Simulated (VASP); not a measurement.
# B2SbI3 (P4/mmm) in VASP: notebook, part 2 of 2

VASP 6.6.1. The steps go on from the part before.

## Step 5: Relaxation of cell and atoms, PBE

The input, INCAR:

```
PREC = Accurate ; ENCUT = 600
EDIFF = 1E-7 ; ISMEAR = 0
SIGMA = 0.1 ; LREAL = F
LASPH = T ; NELM = 60
ALGO = Normal ; ISIF = 3
LWAVE = F ; LCHARG = F
GGA = PE ; IBRION = 2
NSW = 90 ; EDIFFG = -0.04
```

The input, KPOINTS:

```
regular mesh
0
Gamma
  4 4 2
```

The input, POSCAR:

```
B2SbI3
1.0
    5.2018275400      0.0000000000      0.0000000000
    0.0000000000      5.2018275400      0.0000000000
    0.0000000000      0.0000000000      7.8395389600
B Sb I
2 1 3
Direct
    0.0000000000      0.5000000000      0.0000000000
    0.5000000000      0.0000000000      0.0000000000
    0.0000000000      0.0000000000      0.5000000000
    0.5000000000      0.5000000000      0.0000000000
    0.0000000000      0.0000000000      0.1989991000
    0.0000000000      0.0000000000      0.8010009000
```

Command:

```bash
> cat potpaw_PBE.64/B/POTCAR potpaw_PBE.64/Sb/POTCAR potpaw_PBE.64/I/POTCAR > POTCAR
> mpirun -np 1 vasp_std > vasp.out
```

Wall time 13 min (1 thread of AMD EPYC 9R45 (Zen 5), shared host); peak memory 0.36 GiB.

It converged, with:

| Quantity | Value |
| --- | --- |
| Free energy | -13.7961 eV |
| Relaxed volume | 35.92 Å³/atom |
| Relaxed cell | a = 4.654 Å, b = 4.654 Å, c = 9.951 Å, α = 90.00°, β = 90.00°, γ = 90.00° |
| Space group after relaxing (to 0.1 Å) | P4/mmm (No. 123) |
| Energy gained by relaxing | 648.7 meV/atom |
| Ionic steps | 19 |
| Pressure after relaxing | 0.0 GPa |
| Largest force after relaxing | 0.012 eV/Å |
| Band gap on the k mesh | zero (bands 16 and 17 overlap by 0.26 eV) |

Forces on the atoms (eV/Å):
```
B    0.000  0.000  0.000
B    0.000  0.000  0.000
Sb   0.000  0.000  0.000
I    0.000  0.000  0.000
I    0.000  0.000  0.012
I    0.000  0.000 -0.012
```

Step by step:
| step | energy change (eV) | largest force (eV/Å) | pressure (GPa) | volume (Å³) |
| --- | --- | --- | --- | --- |
| 1 | 0.0000 | 7.5066 | 8.34 | 212.13 |
| 2 | -2.8561 | 1.8404 | -1.33 | 268.02 |
| 3 | -3.1943 | 1.2052 | 0.02 | 243.62 |
| 4 | -3.1783 | 1.5939 | -0.62 | 250.62 |
| 5 | -3.1984 | 1.4583 | -0.38 | 247.65 |
| 6 | -3.4751 | 0.7882 | -0.96 | 246.07 |
| 7 | -3.6494 | 0.3720 | -1.63 | 242.71 |
| 8 | -3.6753 | 0.3279 | -1.78 | 241.36 |
| 9 | -3.8522 | 0.3431 | -0.48 | 220.91 |
| 10 | -3.8655 | 0.3261 | 0.11 | 214.81 |
| 11 | -3.8655 | 0.3240 | 0.16 | 214.30 |
| 12 | -3.8824 | 0.1692 | 0.20 | 214.00 |
| 13 | -3.8850 | 0.0687 | 0.24 | 213.82 |
| 14 | -3.8890 | 0.0483 | -0.04 | 216.32 |
| 15 | -3.8892 | 0.0427 | -0.12 | 217.02 |
| 16 | -3.8909 | 0.0440 | -0.07 | 216.53 |
| 17 | -3.8915 | 0.0447 | -0.03 | 216.13 |
| 18 | -3.8915 | 0.0447 | -0.03 | 216.06 |
| 19 | -3.8919 | 0.0124 | 0.04 | 215.54 |

Final structure:
```
CELL_PARAMETERS angstrom
4.65410 0.00000 0.00000
0.00000 4.65410 0.00000
0.00000 0.00000 9.95074
ATOMIC_POSITIONS crystal
B 0.00000 0.50000 0.00000
B 0.50000 0.00000 0.00000
Sb 0.00000 0.00000 0.50000
I 0.50000 0.50000 0.00000
I 0.00000 0.00000 0.19678
I 0.00000 0.00000 0.80322
```

Levels at points of the mesh, in eV from the Fermi level:
```tsv
k point	band 13	band 14	band 15	band 16	band 17	band 18	band 19	band 20
(0.00, 0.00, 0.00)	-2.61	-2.61	-0.92	0.16	0.42	0.42	1.72	1.72
(0.50, 0.00, 0.00)	-2.47	-2.17	-0.55	-0.07	0.24	0.53	1.31	1.53
(0.50, 0.50, 0.00)	-2.78	-0.38	-0.38	-0.03	1.38	2.00	2.00	2.13
(0.00, 0.00, 0.50)	-2.68	-2.21	-1.86	0.16	0.73	0.73	1.32	1.32
(0.50, 0.00, 0.50)	-2.35	-2.22	-0.73	0.06	0.36	0.91	1.24	1.41
(0.50, 0.50, 0.50)	-1.87	-0.71	-0.71	-0.48	-0.03	1.93	1.93	2.13
```

Caveat: the k points lie up to 0.34 Å⁻¹ apart in the final cell; semilocal functionals underestimate gaps, and a narrow one can read as zero; a cell axis changed by over 15 % at a fixed basis, so the end point is rough; spin-orbit coupling is left out, which moves the levels of the heavy elements.

## Step 6: Relaxation of cell and atoms, PBE

This run uses another cell than the first one, of 36.30 Å³/atom.

The input, INCAR:

```
PREC     = Accurate       # precision mode
ENCUT    = 600            # plane-wave cutoff, eV
EDIFF    = 1E-6           # SCF threshold, eV
ISMEAR   = 0              # smearing method
SIGMA    = 0.1            # smearing width, eV
LREAL    = False          # projectors in reciprocal space
LASPH    = True           # aspherical terms in the spheres
NELM     = 60             # most SCF steps
ALGO     = Normal         # electronic algorithm
ISIF     = 3              # what is computed and relaxed
LWAVE    = False          # write WAVECAR
LCHARG   = False          # write CHGCAR
GGA      = PE             # functional
IBRION   = 2              # ionic algorithm
NSW      = 100            # ionic steps
EDIFFG   = -0.01          # ionic threshold
```

The input, KPOINTS:

```
Automatic mesh
0
Gamma
  8 8 4
```

The input, POSCAR:

```
B2SbI3
1.0
    4.6672738935      0.0000000000      0.0000000000
    0.0000000000      4.6672738935      0.0000000000
    0.0000000000      0.0000000000      9.9997648319
B Sb I
2 1 3
Direct
    0.0000000000      0.5000000000      0.0000000000
    0.5000000000      0.0000000000      0.0000000000
    0.0000000000      0.0000000000      0.5000000000
    0.5000000000      0.5000000000      0.0000000000
    0.0000000000      0.0000000000      0.1976827424
    0.0000000000      0.0000000000      0.8023172576
```

Potentials or basis: VASP PAW PBE potentials, release 64 (B, Sb, I).

Command:

```bash
> cat potpaw_PBE.64/B/POTCAR potpaw_PBE.64/Sb/POTCAR potpaw_PBE.64/I/POTCAR > POTCAR
> mpirun -np 1 vasp_std > vasp.out
```

Run time: 17 min. Hardware: 1 thread of AMD EPYC 9R45 (Zen 5), shared host; peak memory 0.52 GiB.

Results (log left out):

```
Free energy                           : -13.7899 eV
Relaxed volume                        : 37.10 Å³/atom
Relaxed cell                          : a = 4.792 Å, b = 4.792 Å, c = 9.694 Å, α = 90.00°, β = 90.00°, γ = 90.00°
Space group after relaxing (to 0.1 Å) : P4/mmm (No. 123)
Energy gained by relaxing             : 11.1 meV/atom
Ionic steps                           : 11
Pressure after relaxing               : 0.0 GPa
Largest force after relaxing          : 0.005 eV/Å
Band gap on the k mesh                : zero (bands 16 and 17 overlap by 0.33 eV)
```

Forces in eV/Å, atoms in the order of the input:
```
B    0.000  0.000  0.000
B    0.000  0.000  0.000
Sb   0.000  0.000  0.000
I    0.000  0.000  0.000
I    0.000  0.000  0.005
I    0.000  0.000 -0.005
```

The path:
| step | energy change (eV) | largest force (eV/Å) | pressure (GPa) | volume (Å³) |
| --- | --- | --- | --- | --- |
| 1 | 0.0000 | 0.2044 | 0.33 | 217.83 |
| 2 | -0.0302 | 0.2314 | 0.17 | 220.16 |
| 3 | -0.0494 | 0.2799 | -0.06 | 223.88 |
| 4 | -0.0587 | 0.1854 | -0.08 | 223.87 |
| 5 | -0.0661 | 0.0128 | -0.09 | 223.86 |
| 6 | -0.0661 | 0.0061 | -0.08 | 223.86 |
| 7 | -0.0667 | 0.0060 | -0.05 | 222.68 |
| 8 | -0.0660 | 0.0052 | 0.05 | 221.53 |
| 9 | -0.0665 | 0.0049 | 0.10 | 222.15 |
| 10 | -0.0666 | 0.0050 | 0.06 | 222.48 |
| 11 | -0.0667 | 0.0050 | 0.04 | 222.57 |

Final structure:
```xyz
6
Lattice="4.7917 0.0000 0.0000 0.0000 4.7917 0.0000 0.0000 0.0000 9.6938" Properties=species:S:1:pos:R:3 pbc="T T T"
B     0.0000    2.3958    0.0000
B     2.3958    0.0000    0.0000
Sb    0.0000    0.0000    4.8469
I     2.3958    2.3958    0.0000
I     0.0000    0.0000    1.8282
I     0.0000    0.0000    7.8655
```

Levels at points of the mesh, in eV from the Fermi level:
| k point | band 14 | band 15 | band 16 | band 17 | band 18 | band 19 |
| --- | --- | --- | --- | --- | --- | --- |
| (0.00, 0.00, 0.00) | -2.77 | -1.36 | 0.12 | 0.20 | 0.20 | 1.81 |
| (0.50, 0.00, 0.00) | -2.18 | -0.55 | -0.06 | 0.14 | 0.23 | 1.22 |
| (0.50, 0.50, 0.00) | -0.45 | -0.45 | 0.05 | 1.53 | 1.56 | 1.56 |
| (0.00, 0.00, 0.50) | -2.44 | -1.80 | 0.12 | 0.50 | 0.50 | 1.41 |
| (0.50, 0.00, 0.50) | -2.09 | -0.77 | -0.05 | 0.28 | 0.65 | 1.05 |
| (0.50, 0.50, 0.50) | -0.73 | -0.73 | -0.26 | 0.05 | 1.44 | 1.44 |

Caveat: semilocal functionals underestimate gaps, and a narrow one can read as zero; spin-orbit coupling is left out, which moves the levels of the heavy elements.

## Step 7: The runs side by side

```csv
task,cell,k mesh,cutoff (eV),gap on the mesh (eV),pressure (GPa),relaxed volume (Å³/atom),largest force (eV/Å)
single point,"a = 5.202, b = 5.202, c = 7.840 Å, 6 atoms, atomic positions A",4 × 4 × 2,520,none,8.3,-,7.51
single point,"a = 4.667, b = 4.667, c = 10.000 Å, 6 atoms, atomic positions B",4 × 4 × 2,520,none,-0.2,-,0.01
single point,"a = 4.798, b = 4.798, c = 9.706 Å, 6 atoms, atomic positions C",8 × 8 × 4,520,none,0.0,-,0.01
relaxation of cell and atoms,"relaxed from a = 5.202, b = 5.202, c = 7.840 Å, 6 atoms, atomic positions A",4 × 4 × 2,600,none,0.0,35.92,0.01
relaxation of cell and atoms,"relaxed from a = 4.667, b = 4.667, c = 10.000 Å, 6 atoms, atomic positions B",8 × 8 × 4,600,none,0.0,37.10,0.01
```

Alike in all rows: level PBE; potentials or basis VASP PAW PBE potentials, release 64 (B, Sb, I); no spin polarisation; smearing gaussian 0.1 eV.

Caveats: some runs use coarse meshes; spin-orbit coupling is left out, which moves the levels of the heavy elements; semilocal functionals underestimate gaps, and a narrow one can read as zero (at least some runs); forces of over 1 eV/Å act on the atoms, so gaps and moduli don't describe the material at rest (at least some runs); a cell axis changed by over 15 % at a fixed basis, so the end point is rough (at least some runs).

Total energies depend on the potentials used, so only differences within one code and one set of settings carry meaning.
